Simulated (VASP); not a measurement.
# NaI (I-4m2) in VASP: notebook

The runs below take NaI through single point, with HSE06.

All numbers are computed with VASP 6.6.1; they aren't measurements. Logs are shortened: lines on timing, memory, paths and dates and some standing lists are left out, and cuts for length are marked.

### 1 The cell of the first run

It takes space group I-4m2 (No. 119, tetragonal). The conventional cell has a = 4.909 Å, b = 4.909 Å, c = 7.331 Å, α = 90.00°, β = 90.00°, γ = 90.00°. Within 4.0 Å of Na (site symmetry -4m2) lie 4 I at 3.06 Å. Within 4.0 Å of I (site symmetry -4m2) lie 4 Na at 3.06 Å.

### 2 Single point, HSE06 (epitaxial xy strain -2.0%)

The input, POSCAR:

```
NaI
1.0
    0.0000000000      3.4709105245      3.6654435105
    3.4709105245      0.0000000000      3.6654435105
    3.4709105245      3.4709105245      0.0000000000
Na I
1 1
Direct
    0.0000000000      0.0000000000      0.0000000000
    0.2500000000      0.2500000000      0.2500000000
```

The input, INCAR.step1:

```
PREC     = Accurate       # precision mode
ENCUT    = 520            # plane-wave cutoff, eV
EDIFF    = 1E-5           # SCF threshold, eV
ISMEAR   = 0              # smearing method
SIGMA    = 0.01           # smearing width, eV
LREAL    = F              # projectors in reciprocal space
LASPH    = T              # aspherical terms in the spheres
NELM     = 80             # most SCF steps
ALGO     = Normal         # electronic algorithm
ISIF     = 2              # what is computed and relaxed
LWAVE    = T              # write WAVECAR
LCHARG   = F              # write CHGCAR
GGA      = PE             # functional
NBANDS   = 14             # bands
```

The input, INCAR.step2:

```
PREC     = Accurate       # precision mode
ENCUT    = 520            # plane-wave cutoff, eV
EDIFF    = 1E-6           # SCF threshold, eV
ISMEAR   = 0              # smearing method
SIGMA    = 0.01           # smearing width, eV
LREAL    = F              # projectors in reciprocal space
LASPH    = T              # aspherical terms in the spheres
NELM     = 80             # most SCF steps
ALGO     = Normal         # electronic algorithm
ISIF     = 2              # what is computed and relaxed
LWAVE    = F              # write WAVECAR
LCHARG   = F              # write CHGCAR
GGA      = PE             # functional
LHFCALC  = T              # exact exchange
HFSCREEN = 0.2079         # screening, 1/A
PRECFOCK = Normal       
ISTART   = 1            
NBANDS   = 14             # bands
```

The input, KPOINTS:

```
regular mesh
0
Gamma
  4 4 4
```

Potentials or basis: VASP PAW PBE potentials, release 64 (Na_pv, I).

Launch:

```console
> cat potpaw_PBE.64/Na_pv/POTCAR potpaw_PBE.64/I/POTCAR > POTCAR
> cp INCAR.step1 INCAR
> mpirun -np 1 vasp_std > vasp.out
> cp INCAR.step2 INCAR
> mpirun -np 1 vasp_std > vasp.out
```

OUTCAR:

```text
PREC = Accurate
   ENCUT = 520
   EDIFF = 1E-6
   ISMEAR = 0
   LREAL = F
   LASPH = T
   NELM = 80
   ISIF = 2
   GGA = PE
   LHFCALC = T
   HFSCREEN = 0.2079
   PRECFOCK = Normal
   ISTART = 1

 ion  position               nearest neighbor table
   1  0.000  0.000  0.000-   2 3.06   2 3.06   2 3.06   2 3.06
   2  0.250  0.250  0.250-   1 3.06   1 3.06   1 3.06   1 3.06

  LATTYP: Found a body centered tetragonal cell.
 ALAT       =     4.9086087375
 C/A-ratio  =     1.4934755270

  Lattice vectors:

 A1 = (  -3.4709105245,   0.0000000000,   3.6654435105)
 A2 = (   3.4709105245,   0.0000000000,   3.6654435105)
 A3 = (   0.0000000000,   3.4709105245,  -3.6654435105)

Analysis of symmetry for initial positions (statically):
=====================================================================
 Subroutine PRICEL returns:
 Original cell was already a primitive cell.

 Routine SETGRP: Setting up the symmetry group for a
 body centered tetragonal supercell.

 Subroutine GETGRP returns: Found  8 space group operations
 (whereof  8 operations were pure point group operations)
 out of a pool of 16 trial point group operations.

The static configuration has the point symmetry D_2d.

Analysis of symmetry for dynamics (positions and initial velocities):
=====================================================================
 Subroutine PRICEL returns:
 Original cell was already a primitive cell.

 Routine SETGRP: Setting up the symmetry group for a
 body centered tetragonal supercell.

 Subroutine GETGRP returns: Found  8 space group operations
 (whereof  8 operations were pure point group operations)
 out of a pool of 16 trial point group operations.

The dynamic configuration has the point symmetry D_2d.

 Subroutine INISYM returns: Found  8 space group operations
 (whereof  8 operations are pure point group operations),
 and found     1 'primitive' translations

----------------------------------------------------------------------------------------

                                     Primitive cell

  volume of cell :      88.3168

  direct lattice vectors                    reciprocal lattice vectors
     0.000000000  3.470910524  3.665443510    -0.144054419  0.144054419  0.136409141
     3.470910524  0.000000000  3.665443510     0.144054419 -0.144054419  0.136409141
     3.470910524  3.470910524  0.000000000     0.144054419  0.144054419 -0.136409141

  length of vectors
     5.048038827  5.048038827  4.908608738     0.245175050  0.245175050  0.245175050

  position of ions in fractional coordinates (direct lattice)
     0.000000000  0.000000000  0.000000000
     0.250000000  0.250000000  0.250000000

  ion indices of the primitive-cell ions
   primitive index   ion index
                 1           1
                 2           2

----------------------------------------------------------------------------------------

 KPOINTS: regular mesh

Automatic generation of k-mesh.
 Grid dimensions read from file:
 generate k-points for:    4    4    4

 Generating k-lattice:

  Cartesian coordinates                     Fractional coordinates (reciprocal lattice)
    -0.036013605  0.036013605  0.034102285     0.250000000  0.000000000  0.000000000
     0.036013605 -0.036013605  0.034102285     0.000000000  0.250000000  0.000000000
     0.036013605  0.036013605 -0.034102285     0.000000000  0.000000000  0.250000000

  Length of vectors
     0.061293762  0.061293762  0.061293762

  Shift w.r.t. Gamma in fractional coordinates (k-lattice)
     0.000000000  0.000000000  0.000000000

 Subroutine IBZKPT returns following result:
 ===========================================

 Found     13 irreducible k-points:

 Following reciprocal coordinates:
            Coordinates               Weight
  0.000000  0.000000  0.000000      1.000000
  0.250000  0.000000  0.000000      8.000000
  0.500000  0.000000  0.000000      4.000000
  0.250000  0.250000  0.000000      2.000000
  0.500000  0.250000  0.000000      8.000000
 -0.250000  0.250000  0.000000      4.000000
  0.500000  0.500000  0.000000      1.000000
  0.250000  0.000000  0.250000      4.000000
  0.500000  0.000000  0.250000     16.000000
 -0.250000  0.000000  0.250000      8.000000
 -0.250000  0.500000  0.250000      4.000000
  0.500000  0.000000  0.500000      2.000000
 -0.250000  0.250000  0.500000      2.000000
   k-points           NKPTS =     13   k-points in BZ     NKDIM =     64   number of bands    NBANDS=     14
   number of dos      NEDOS =    301   number of ions     NIONS =      2
   total plane-waves  NPLWV =  64000
   dimension x,y,z NGX =    40 NGY =   40 NGZ =   40
   dimension x,y,z NGXF=    80 NGYF=   80 NGZF=   80
   ions per type =               1   1
   NGX,Y,Z   is equivalent  to a cutoff of  13.17, 13.17, 13.55 a.u.
   NGXF,Y,Z  is equivalent  to a cutoff of  26.35, 26.35, 27.09 a.u.
 SYSTEM =  unknown system
   PREC   = accura    normal or accurate (medium, high low for compatibility)
   ISTART =      1    job   : 0-new  1-cont  2-samecut
   ICHARG =      0    charge: 1-file 2-atom 10-const
   ISPIN  =      1    spin polarized calculation?
   LNONCOLLINEAR =      F non collinear calculations
   LSORBIT =      F    spin-orbit coupling
   LASPH  =      T    aspherical Exc in radial PAW
   ENCUT  =  520.0 eV  38.22 Ry    6.18 a.u.   9.39  9.39  9.13*2*pi/ulx,y,z
   NELM   =     80;   NELMIN=  2; NELMDL=  0     # of ELM steps
   EDIFF  = 0.1E-05   stopping-criterion for ELM
   LREAL  =      F    real-space projection
   EDIFFG = 0.1E-04   stopping-criterion for IOM
   NSW    =      0    number of steps for IOM
   IBRION =     -1    ionic relax: 0-MD 1-quasi-New 2-CG
   NFREE  =      0    steps in history (QN), initial steepest desc. (CG)
   ISIF   =      2    stress and relaxation
   ISYM   =      3    0-nonsym 1-usesym 2-fastsym
   POTIM  = 0.5000    time-step for ionic-motion
   TEBEG  =    0.0;   TEEND  =   0.0 temperature during run
   PSTRESS=    0.0 pullay stress
   NELECT =      14.0000    total number of electrons
   NUPDOWN=      -1.0000    fix difference up-down
   EMIN   =  10.00;   EMAX   =-10.00  energy-range for DOS
   EFERMI =   0.00;   METHOD = LEGACY
   ISMEAR =     0;   SIGMA  =   0.01  broadening in eV -4-tet -1-fermi 0-gaus
   EFERMI_NEDOS =   21; number of points for ismear=-14 and -15
   IALGO  =     38    algorithm
   IMIX   =      1    mixing-type and parameters
     AMIX     =   0.40;   BMIX     =  1.00
     AMIX_MAG =   1.60;   BMIX_MAG =  1.00
  volume/ion in A,a.u.               =      44.16       298.00
  Fermi-wavevector in a.u.,A,eV,Ry     =   0.886005  1.674308 10.680650  0.785006
  Thomas-Fermi vector in A             =   2.007114
   LORBIT       =      0    0 simple, 1 ext, 2 COOP (PROOUT), +10 PAW based schemes
   GGA     = PE    functional components
   LHFCALC =     T    Hartree Fock is set to
   PRECFOCK=normal    Normal, Fast or Accurate (Low or Medium for compatibility)
   ENCUT4O =  -1.0   cutoff for four orbital integrals eV
   NKREDX  =     1    reduce k-point grid by
   NKREDY  =     1    reduce k-point grid by
   NKREDZ  =     1    reduce k-point grid by
   AEXX    =    0.2500 exact exchange contribution
   HFSCREEN=    0.2079 screening length (either q_TF or 0.3 A-1)
   HFSCREENC=   0.2079 screening length for correlation (either q_TF or 0.3 A-1)
   ENCUTFOCK=  -1.0 apply spherical cutoff to Coloumb kernel
   IVDW    =     0    specifies the selected vdW correction
   LEPSILON=     F    determine dielectric tensor
   LRPA    =     F    only Hartree local field effects (RPA)
 non-spin polarized calculation
 Gauss-broadening in eV      SIGMA  =   0.01
  energy-cutoff  :      520.00
  volume of cell :       88.32
 maximum number of plane-waves:      2403
 NGX is ok and might be reduce to    40
  NGX = 30; NGY = 30; NGZ = 28

 number of electron      14.0000009 magnetization

 Free energy of the ion-electron system (eV)
  ---------------------------------------------------
  ext. energy  EPLUGINS =         0.00000000
  ---------------------------------------------------
  free energy    TOTEN  =        -6.15014655 eV

  energy without entropy =       -6.15014655  energy(sigma->0) =       -6.15014655

 E-fermi :  -1.6743     XC(G=0):  -5.4882

 val. band max:       -1.7865799642   @ k =   0.0000   0.0000   0.0000
 cond. band min:       2.9926265977   @ k =   0.0000   0.0000   0.0000
 fundamental gap:      4.7792065619
 Fermi energy:        -1.6743026401

 k-point     1 :       0.0000    0.0000    0.0000
  band No.  band energies     occupation
      1     -26.2075      2.00000
      2     -26.2075      2.00000
      3     -26.2035      2.00000
      4     -13.1394      2.00000
      5      -1.8589      2.00000
      6      -1.7866      2.00000
      7      -1.7866      2.00000
      8       2.9926      0.00000
      9       7.1468      0.00000
     10       7.2576      0.00000
     11       7.2576      0.00000
     12       8.6975      0.00000
     13       9.3763      0.00000
     14      10.3927      0.00000

 k-point     2 :       0.2500    0.0000    0.0000
  band No.  band energies     occupation
      1     -26.2087      2.00000
      2     -26.2077      2.00000
      3     -26.2040      2.00000
      4     -13.0649      2.00000
      5      -2.5478      2.00000
      6      -1.9315      2.00000
      7      -1.8394      2.00000
      8       4.0794      0.00000
      9       6.6517      0.00000
     10       7.1894      0.00000
     11       7.4627      0.00000
     12       8.6714      0.00000
     13       8.8237      0.00000
     14       9.7312      0.00000
[... 156 lines left out ...]
      1     -26.2104      2.00000
      2     -26.2087      2.00000
      3     -26.2044      2.00000
      4     -12.9303      2.00000
      5      -2.9913      2.00000
      6      -2.3009      2.00000
      7      -2.2646      2.00000
      8       4.2970      0.00000
      9       5.3725      0.00000
     10       8.5581      0.00000
     11       9.4683      0.00000
     12      10.1237      0.00000
     13      10.7325      0.00000
     14      10.9869      0.00000

 k-point    13 :      -0.2500    0.2500    0.5000
  band No.  band energies     occupation
      1     -26.2102      2.00000
      2     -26.2089      2.00000
      3     -26.2044      2.00000
      4     -12.9299      2.00000
      5      -2.7335      2.00000
      6      -2.6113      2.00000
      7      -2.3004      2.00000
      8       5.0966      0.00000
      9       6.6153      0.00000
     10       6.7447      0.00000
     11       6.9822      0.00000
     12      10.3473      0.00000
     13      10.8124      0.00000
     14      11.6429      0.00000

------------------------ aborting loop because EDIFF is reached ----------------------------------------

  FORCE on cell =-STRESS in cart. coord.  units (eV):
  Direction    XX          YY          ZZ          XY          YZ          ZX
  --------------------------------------------------------------------------------------
  -------------------------------------------------------------------------------------
  Total        0.1663790      0.1663790      0.1073655      0.0000000     -0.0000000      0.0000000
  in kB        3.0183226      3.0183226      1.9477437      0.0000000     -0.0000000      0.0000000
  external PRESSURE =       2.6614630 kB  Pullay stress =       0.0000000 kB

 VOLUME and BASIS-vectors are now :
 -----------------------------------------------------------------------------
  energy-cutoff  :      520.00
  volume of cell :       88.32
      direct lattice vectors                 reciprocal lattice vectors
     0.000000000  3.470910524  3.665443510    -0.144054419  0.144054419  0.136409141
     3.470910524  0.000000000  3.665443510     0.144054419 -0.144054419  0.136409141
     3.470910524  3.470910524  0.000000000     0.144054419  0.144054419 -0.136409141

 POSITION                                       TOTAL-FORCE (eV/Angst)
 -----------------------------------------------------------------------------------
      0.00000      0.00000      0.00000         0.000000      0.000000     -0.000000
      1.73546      1.73546      1.83272        -0.000000     -0.000000      0.000000
 -----------------------------------------------------------------------------------
    total drift:                                0.000002      0.000001     -0.000002

  FREE ENERGIE OF THE ION-ELECTRON SYSTEM (eV)
  ---------------------------------------------------
  free  energy   TOTEN  =        -6.1501465493 eV

  energy  without entropy=       -6.1501465493  energy(sigma->0) =       -6.15014655
```

It took 12 min on 1 thread of Intel Xeon Platinum 8375C at 2.90GHz (Ice Lake), shared host; peak memory 0.35 GiB.

What came out:

- Free energy: -6.1501 eV
- Pressure: 0.3 GPa
- Band gap on the k mesh: 4.78 eV

Stress tensor (GPa, compression positive):
```
0.30 0.00 0.00
0.00 0.30 0.00
0.00 0.00 0.19
```

Caveat: the cell differs from its parent crystal (epitaxial xy strain -2.0%); the PAW data sets were made with another functional, which shifts forces and pressure a little; spin-orbit coupling is left out, which moves the levels of the heavy elements.

(Continued in part 2 of 2.)
